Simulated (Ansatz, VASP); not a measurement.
## One calculation of C, two programs

The input INCAR:

```
SYSTEM = C
PREC = Accurate
ENCUT = 600
EDIFF = 1E-6
ISMEAR = -1
SIGMA = 0.1
LREAL = .FALSE.
LASPH = .TRUE.
NELM = 60
ALGO = Normal
ISIF = 3
LWAVE = .FALSE.
LCHARG = .FALSE.
GGA = CA
IBRION = 2
NSW = 80
EDIFFG = -0.01
```

Contents of KPOINTS:

```
Automatic mesh
0
G
  16 16 16
  0 0 0
```

The input POSCAR:

```
C
1.0
    1.9260827495      0.0000000000      0.0000000000
    0.0000000000      1.9260827495      0.0000000000
    0.0000000000      0.0000000000      1.9260827495
C
1
Direct
    0.0000000000      0.0000000000      0.0000000000
```

Input for Ansatz:

```yaml
crystal:
  lattice:
    - [1.9260827495, 0.0, 0.0]
    - [0.0, 1.9260827495, 0.0]
    - [0.0, 0.0, 1.9260827495]
  atoms:
    - { symbol: C, position: [0.0, 0.0, 0.0] }
hamiltonian:
  xc: lda
  pseudopotentials:
    kind: paw
    azcp:
      C: "pseudopotentials/C.paw.azcp"
basis:
  ecutwfc: 420
  fft_grid_basis: typed
kpoints:
  mp_grid: { grid: [16, 16, 16], shift: [0, 0, 0] }
magnetization:
  spin_polarized: false
scf:
  occupations: { method: fermi_dirac, width: 0.1 }
relax:
  max_steps: 60
  f_tol: 0.01
  cell: {}
```

Alike in both runs: task relaxation of cell and atoms; functional LDA; k mesh 16 × 16 × 16; occupations fermi-dirac, width 0.1 eV; no spin polarisation.

|  | VASP | Ansatz |
| --- | --- | --- |
| version | VASP 6.6.1 | Ansatz 0.2.0 |
| potentials or method | VASP PAW LDA potentials, release 64 (C), cutoff 600 eV | plane waves (420 eV) with PAW, scalar-relativistic |
| valence electrons in the cell | 4 | 4 |

Ansatz gave:

- relaxed volume (Å³/atom): 5.31
- relaxed cell length with the largest relative difference (Å): 1.744

Q: What did VASP give for the same quantities?

A: Relaxed volume (Å³/atom): 5.31; relaxed cell length with the largest relative difference (Å): 1.745.

Ansatz warns that its potentials were made for another functional, while VASP's fit it. LDA's correlation is that of Perdew and Zunger in VASP and of Perdew and Wang (1992) in Ansatz.

Noted on VASP's run: the volume moved by over 15 % at a fixed basis, so the end points are rough.
